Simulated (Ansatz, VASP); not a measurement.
## Two plane-wave programs on Ga4As3P

Contents of INCAR:

```
ALGO = Normal
EDIFF = 1E-7
ENCUT = 520
GGA = PE
ISIF = 2
ISMEAR = 0
LASPH = True
LCHARG = False
LREAL = False
LWAVE = False
NBANDS = 46
NELM = 80
PREC = Accurate
SIGMA = 0.01
```

File KPOINTS:

```
k-points
0
Gamma
  6 6 6
```

File POSCAR:

```
Ga4As3P
1.0
   -2.8418448672      2.8418448672      5.6824502098
    2.8418448672     -2.8418448672      5.6824502098
    2.8418448672      2.8418448672     -5.6824502098
P Ga As
1 4 3
Direct
    0.0000000000      0.0000000000      0.0000000000
    0.6338754881      0.6338754881      0.5131786185
    0.8793031304      0.3661245119      0.0000000000
    0.1206968696      0.1206968696      0.4868213815
    0.3661245119      0.8793031304      0.0000000000
    0.2500000000      0.7500000000      0.5000000000
    0.5000000000      0.5000000000      0.0000000000
    0.7500000000      0.2500000000      0.5000000000
```

Input for Ansatz:

```yaml
crystal:
  lattice:
    - [-2.8418448672, 2.8418448672, 5.6824502098]
    - [2.8418448672, -2.8418448672, 5.6824502098]
    - [2.8418448672, 2.8418448672, -5.6824502098]
  atoms:
    - { symbol: P, position: [0.0, 0.0, 0.0] }
    - { symbol: Ga, position: [0.6338754881, 0.6338754881, 0.5131786185] }
    - { symbol: As, position: [0.25, 0.75, 0.5] }
    - { symbol: Ga, position: [0.8793031304, 0.3661245119, 0.0] }
    - { symbol: As, position: [0.5, 0.5, 0.0] }
    - { symbol: Ga, position: [0.1206968696, 0.1206968696, 0.4868213815] }
    - { symbol: As, position: [0.75, 0.25, 0.5] }
    - { symbol: Ga, position: [0.3661245119, 0.8793031304, 0.0] }
kpoints:
  mp_grid: { grid: [6, 6, 6] }
hamiltonian:
  xc: pbe
scf:
  occupations: { method: fixed }
  n_extra_bands: 6
output:
  forces: true
  stress: true
  eigenvalues: true
```

Alike in both runs: task single point; functional PBE; k mesh 6 × 6 × 6; no spin polarisation.

|  | VASP | Ansatz |
| --- | --- | --- |
| version | VASP 6.6.1 | Ansatz 0.2.0 |
| potentials or method | VASP PAW PBE potentials, release 64 (P, Ga_d, As) | plane waves, PAW |
| plane-wave cutoff (eV) | 520 | 420 |
| occupations | gaussian, width 0.01 eV | fixed |
| valence electrons in the cell | 72 | 102 |

```csv
,VASP,Ansatz,Ansatz less VASP
gap on the k mesh at the Fermi level (eV),0.50,0.50,-0.001
pressure (GPa),0.1,0.0,-0.13
rms of the force components (eV/Å),0.005,0.000,-0.0051
```

VASP's potentials hold 72 valence electrons a cell and Ansatz's 102, so a difference there can come from the potentials and not from the codes.
